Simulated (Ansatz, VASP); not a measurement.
**Two plane-wave programs on Os**

The input POSCAR:

```
Os
1.0
    2.7393806551      0.0000000000      0.0000000000
   -1.3696903275      2.3723732379      0.0000000000
    0.0000000000      0.0000000000      4.3138178725
Os
2
Direct
    0.3333333333      0.6666666667      0.2500000000
    0.6666666667      0.3333333333      0.7500000000
```

INCAR.step1

```
SYSTEM = Os
PREC = Accurate
ENCUT = 520
ISMEAR = -1
SIGMA = 0.03
LREAL = .False.
LASPH = .True.
NELM = 60
NBANDS = 15
GGA = PE
ALGO = Normal
EDIFF = 1E-4
LWAVE = .True.
LCHARG = .False.
```

The input INCAR.step2:

```
SYSTEM = Os
PREC = Accurate
ENCUT = 520
EDIFF = 1E-6
ISMEAR = -1
SIGMA = 0.03
LREAL = .False.
LASPH = .True.
NELM = 60
ALGO = Normal
ISIF = 2
LWAVE = .False.
LCHARG = .False.
METAGGA = R2SCAN
LMIXTAU = .True.
NBANDS = 15
ISTART = 1
```

KPOINTS

```
Automatic mesh
0
Gamma
  13 13 7
  0 0 0
```

Input for Ansatz:

```yaml
crystal:
  lattice:
    - [2.7393806551, 0.0, 0.0]
    - [-1.3696903275, 2.3723732379, 0.0]
    - [0.0, 0.0, 4.3138178725]
  atoms:
    - { symbol: Os, position: [0.3333333333, 0.6666666667, 0.25] }
    - { symbol: Os, position: [0.6666666667, 0.3333333333, 0.75] }
hamiltonian:
  xc: r2scan
  pseudopotentials:
    kind: paw
    azcp:
      Os: "pseudopotentials/Os.paw.azcp"
basis:
  ecutwfc: 500
  fft_grid_basis: typed
kpoints:
  mp_grid: { grid: [13, 13, 7], shift: [0, 0, 0] }
magnetization:
  spin_polarized: false
scf:
  occupations: { method: fermi_dirac, width: 0.03 }
  lower_state_search: "off"
output:
  stress: true
```

Alike in both runs: task single point; functional r2SCAN; k mesh 13 × 13 × 7; occupations fermi-dirac, width 0.03 eV; no spin polarisation.

|  | VASP | Ansatz |
| --- | --- | --- |
| version | VASP 6.6.1 | Ansatz 0.2.0 |
| potentials or method | VASP PAW PBE potentials, release 64 (Os), cutoff 520 eV | plane waves (500 eV) with PAW, scalar-relativistic |
| valence electrons in the cell | 16 | 32 |

```tsv
	VASP	Ansatz	Ansatz less VASP
pressure (GPa)	0.8	-0.2	-1.03
```

VASP's potentials were made for PBE, not for r2SCAN. With one functional, cell and mesh, what is left measures potentials, basis and numerics. VASP's potentials hold 16 valence electrons a cell and Ansatz's 32, so a difference there can come from the potentials and not from the codes.

Neither program's run includes spin-orbit coupling.
